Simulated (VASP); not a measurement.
# SmAgTe2 (R-3m) in VASP: a series of runs, part 2 of 2

VASP 6.6.1. The steps go on from the part before.

## 3. Relaxation of cell and atoms, PBE

This run uses another cell than the first one, of 30.29 Å³/atom.

File INCAR:

```
SYSTEM = SmAgTe2
PREC = Accurate
ENCUT = 500
EDIFF = 1E-7
ISMEAR = 0
SIGMA = 0.02
LREAL = .False.
LASPH = .True.
NELM = 200
ALGO = Normal
ISIF = 3
LWAVE = .False.
LCHARG = .False.
GGA = PE
IBRION = 2
NSW = 100
EDIFFG = -0.01
GGA_COMPAT = .False.
NELMIN = 4
LMAXMIX = 6
```

File KPOINTS:

```
regular mesh
0
Gamma
  6 6 6
  0 0 0
```

File POSCAR:

```
SmAgTe2
1.0
    2.2367341056      1.2913790380      6.9919907024
   -2.2367341056      1.2913790380      6.9919907024
    0.0000000000     -2.5827580759      6.9919907024
Sm Ag Te
1 1 2
Direct
    0.0000000000      0.0000000000      0.0000000000
    0.5000000000      0.5000000000      0.5000000000
    0.2469803355      0.2469803355      0.2469803355
    0.7530196645      0.7530196645      0.7530196645
```

Potentials or basis: VASP PAW PBE potentials, release 64 (Sm_3, Ag, Te), 4f in core.

The run is started by

```sh
$ cat potpaw_PBE.64/Sm_3/POTCAR potpaw_PBE.64/Ag/POTCAR potpaw_PBE.64/Te/POTCAR > POTCAR
$ mpirun -np 1 vasp_std > vasp.out
```

It took 6.8 min on 1 thread of Intel Xeon 6975P-C (Granite Rapids), shared host; peak memory 0.46 GiB.

It converged, with:

```
Free energy                           : -17.0238 eV
Relaxed volume                        : 30.36 Å³/atom
Relaxed cell                          : a = 7.441 Å, b = 7.441 Å, c = 7.441 Å, α = 35.07°, β = 35.07°, γ = 35.07°
Space group after relaxing (to 0.1 Å) : R-3m (No. 166)
Energy gained by relaxing             : 0.1 meV/atom
Ionic steps                           : 5
Pressure after relaxing               : 0.0 GPa
Largest force after relaxing          : 0.004 eV/Å
Band gap on the k mesh                : 0.82 eV (least direct gap 1.60 eV)
```

Forces on the atoms (eV/Å):
```
Sm   0.000  0.000  0.000
Ag   0.000  0.000  0.000
Te   0.000  0.000 -0.004
Te   0.000  0.000  0.004
```

Step by step:
```csv
step,energy change (eV),largest force (eV/Å),pressure (GPa),volume (Å³)
1,0.0000,0.0226,0.13,121.18
2,-0.0002,0.0049,-0.06,121.62
3,-0.0002,0.0076,-0.03,121.55
4,-0.0003,0.0062,-0.02,121.50
5,-0.0004,0.0039,0.00,121.43
```

Final structure:
```yaml
crystal:
  lattice:
    - [2.24162, 1.29420, 6.97588]
    - [-2.24162, 1.29420, 6.97588]
    - [0.00000, -2.58840, 6.97588]
  atoms:
    - { symbol: Sm, position: [0.00000, 0.00000, 0.00000] }
    - { symbol: Ag, position: [0.50000, 0.50000, 0.50000] }
    - { symbol: Te, position: [0.24687, 0.24687, 0.24687] }
    - { symbol: Te, position: [0.75313, 0.75313, 0.75313] }
```

Levels at points of the mesh, in eV from the valence-band top:
```tsv
k point	band 14	band 15	band 16	band 17	band 18	band 19	band 20	band 21
(0.00, 0.00, 0.00)	-1.52	-0.55	-0.55	-0.25	1.66	1.69	1.69	2.20
(0.50, 0.00, 0.00)	-2.79	-2.35	-0.93	-0.45	1.14	2.82	2.93	3.06
(0.50, 0.50, 0.00)	-1.76	-1.46	-1.28	-0.91	0.82	1.47	3.02	3.11
(0.50, 0.50, 0.50)	-1.98	-1.98	0.00	0.00	1.60	1.62	1.62	3.45
```

Caveat: spin-orbit coupling is left out, which moves the levels of the heavy elements; the 4f electrons are frozen in the core, so they carry no moment and show no levels.

## 4. Relaxation of cell and atoms, PBE

This run uses another cell than the first one, of 30.28 Å³/atom.

File INCAR:

```
SYSTEM = SmAgTe2
ALGO = Normal ; EDIFF = 1E-7
EDIFFG = -0.001 ; ENCUT = 500
GGA = PE ; GGA_COMPAT = .False.
IBRION = 2 ; ISIF = 3
ISMEAR = 0 ; LASPH = .True.
LCHARG = .False. ; LMAXMIX = 6
LREAL = .False. ; LWAVE = .False.
NELM = 200 ; NELMIN = 4
NSW = 80 ; PREC = Accurate
SIGMA = 0.01
```

File KPOINTS:

```
k-points
0
Gamma
  6 6 6
  0 0 0
```

File POSCAR:

```
SmAgTe2
1.0
    2.2396969697      1.2930896484      6.9710733871
   -2.2396969697      1.2930896484      6.9710733871
    0.0000000000     -2.5861792967      6.9710733871
Sm Ag Te
1 1 2
Direct
    0.0000000000      0.0000000000      0.0000000000
    0.5000000000      0.5000000000      0.5000000000
    0.2470420546      0.2470420546      0.2470420546
    0.7529579454      0.7529579454      0.7529579454
```

The run is started by

```sh
$ cat potpaw_PBE.64/Sm_3/POTCAR potpaw_PBE.64/Ag/POTCAR potpaw_PBE.64/Te/POTCAR > POTCAR
$ mpirun -np 1 vasp_std > vasp.out
```

Wall time 8.2 min (1 thread of Intel Xeon 6975P-C (Granite Rapids), shared host); peak memory 0.45 GiB.

It converged, with:

```yaml
Free_energy: -17.0238 eV
Relaxed_volume: 30.35 Å³/atom
Relaxed_cell: a = 7.438 Å, b = 7.438 Å, c = 7.438 Å, α = 35.08°, β = 35.08°, γ = 35.08°
Space_group_after_relaxing_to_0.1_Å: R-3m (No. 166)
Energy_gained_by_relaxing: 0.1 meV/atom
Ionic_steps: 9
Pressure_after_relaxing: 0.0 GPa
Band_gap_on_the_k_mesh: 0.82 eV (least direct gap 1.59 eV)
```

The path:
| step | energy change (eV) | largest force (eV/Å) | pressure (GPa) | volume (Å³) |
| --- | --- | --- | --- | --- |
| 1 | 0.0000 | 0.0343 | 0.15 | 121.13 |
| 2 | -0.0002 | 0.0109 | -0.07 | 121.63 |
| 3 | -0.0002 | 0.0167 | -0.02 | 121.50 |
| 4 | -0.0002 | 0.0164 | -0.02 | 121.51 |
| 5 | -0.0002 | 0.0119 | -0.02 | 121.48 |
| 6 | -0.0003 | 0.0010 | 0.00 | 121.39 |
| 7 | -0.0003 | 0.0002 | 0.00 | 121.40 |
| 8 | -0.0003 | 0.0005 | 0.00 | 121.40 |
| 9 | -0.0003 | 0.0003 | 0.00 | 121.39 |

Final structure:
```
Sm Ag Te
1.0
     2.24176    1.29428    6.97302
    -2.24176    1.29428    6.97302
     0.00000   -2.58857    6.97302
Sm Ag Te
1 1 2
Direct
  0.00000 0.00000 0.00000
  0.50000 0.50000 0.50000
  0.24683 0.24683 0.24683
  0.75317 0.75317 0.75317
```

Levels at points of the mesh, in eV from the valence-band top:
| k point | band 15 | band 16 | band 17 | band 18 | band 19 | band 20 |
| --- | --- | --- | --- | --- | --- | --- |
| (0.00, 0.00, 0.00) | -0.56 | -0.56 | -0.25 | 1.67 | 1.69 | 1.69 |
| (0.50, 0.00, 0.00) | -2.36 | -0.93 | -0.45 | 1.14 | 2.82 | 2.93 |
| (0.50, 0.50, 0.00) | -1.46 | -1.28 | -0.91 | 0.82 | 1.47 | 3.02 |
| (0.50, 0.50, 0.50) | -1.98 | 0.00 | 0.00 | 1.59 | 1.62 | 1.62 |

Caveat: spin-orbit coupling is left out, which moves the levels of the heavy elements; the 4f electrons are frozen in the core, so they carry no moment and show no levels. Spin polarisation is off, so any magnetic state and its effect on volume and gap are missing.

## 5. Single point, PBE

This run uses another cell than the first one, of 27.71 Å³/atom.

File INCAR:

```
SYSTEM = SmAgTe2
ALGO = Normal ; EDIFF = 1E-6
ENCUT = 500 ; GGA = PE
GGA_COMPAT = .False. ; ISIF = 2
ISMEAR = 0 ; LASPH = .True.
LCHARG = .False. ; LMAXMIX = 6
LREAL = .False. ; LWAVE = .False.
NBANDS = 25 ; NELM = 200
PREC = Accurate ; SIGMA = 0.1
```

KPOINTS is that of step 4.

File POSCAR:

```
SmAgTe2
1.0
    2.0322996500      1.1733487500      7.7478123100
   -2.0322996500      1.1733487500      7.7478123100
    0.0000000000     -2.3466975000      7.7478123100
Sm Ag Te
1 1 2
Direct
    0.0000000000      0.0000000000      0.0000000000
    0.5000000000      0.5000000000      0.5000000000
    0.2317900100      0.2317900100      0.2317900100
    0.7682099900      0.7682099900      0.7682099900
```

The run is started by

```sh
$ cat potpaw_PBE.64/Sm_3/POTCAR potpaw_PBE.64/Ag/POTCAR potpaw_PBE.64/Te/POTCAR > POTCAR
$ mpirun -np 1 vasp_std > vasp.out
```

Wall time 96 s (1 thread of Intel Xeon 6975P-C (Granite Rapids), shared host); peak memory 0.53 GiB.

Results (log left out):

| Item | Value |
| --- | --- |
| Free energy | -15.6550 eV |
| Pressure | 4.1 GPa |
| Largest force | 2.370 eV/Å |
| Band gap on the k mesh | zero (bands 17 and 18 overlap by 1.09 eV) |

Forces in eV/Å, atoms in the order of the input:
```
Sm   0.000  0.000  0.000
Ag   0.000  0.000  0.000
Te   0.000  0.000  2.370
Te   0.000  0.000 -2.370
```

Stress tensor (GPa, compression positive):
```
 7.05  0.00  0.00
 0.00  7.05  0.00
 0.00  0.00 -1.87
```

Levels at points of the mesh, in eV from the Fermi level:
```csv
k point,band 13,band 14,band 15,band 16,band 17,band 18,band 19,band 20,band 21,band 22
"(0.00, 0.00, 0.00)",-1.21,-0.44,-0.44,-0.36,-0.36,-0.26,1.65,1.65,2.74,3.20
"(0.50, 0.00, 0.00)",-3.75,-3.45,-2.41,-0.81,-0.09,0.17,2.45,2.46,2.76,3.15
"(0.50, 0.50, 0.00)",-3.96,-2.40,-2.07,-1.30,-0.67,-0.50,1.20,2.56,3.63,3.91
"(0.50, 0.50, 0.50)",-3.19,-1.05,-1.05,0.56,0.59,0.59,1.62,1.62,2.55,2.55
```

Caveat: the cell stands under pressure; spin-orbit coupling is left out, which moves the levels of the heavy elements; the 4f electrons are frozen in the core, so they carry no moment and show no levels; forces of over 1 eV/Å act on the atoms, so gaps and moduli don't describe the material at rest. Spin polarisation is off, so any magnetic state and its effect on volume and gap are missing.

## 6. Overview

```tsv
task	cell	smearing	gap on the mesh (eV)	pressure (GPa)	relaxed volume (Å³/atom)
relaxation of shape and atoms at fixed volume	relaxed from a = 7.360 Å, angles 35.1°, 4 atoms, atomic positions A	gaussian 0.02 eV	0.74	1.6	-
relaxation of cell and atoms	relaxed from a = 7.454 Å, angles 34.9°, 4 atoms, atomic positions A	gaussian 0.02 eV	0.82	0.0	30.36
relaxation of cell and atoms	relaxed from a = 7.435 Å, angles 35.1°, 4 atoms, atomic positions A	gaussian 0.01 eV	0.82	0.0	30.35
single point	a = 8.095 Å, angles 29.1°, 4 atoms, atomic positions B	gaussian 0.1 eV	none	4.1	-
```

Alike in all rows: level PBE; potentials or basis VASP PAW PBE potentials, release 64 (Sm_3, Ag, Te), 4f in core; no spin polarisation; k mesh 6 × 6 × 6; cutoff (eV) 500.

Caveats: spin-orbit coupling is left out, which moves the levels of the heavy elements; the 4f electrons are frozen in the core, so they carry no moment and show no levels; the cell stands under pressure (at least some runs); forces of over 1 eV/Å act on the atoms, so gaps and moduli don't describe the material at rest (at least some runs).

Absolute energies hang on the potentials; compare differences alone.
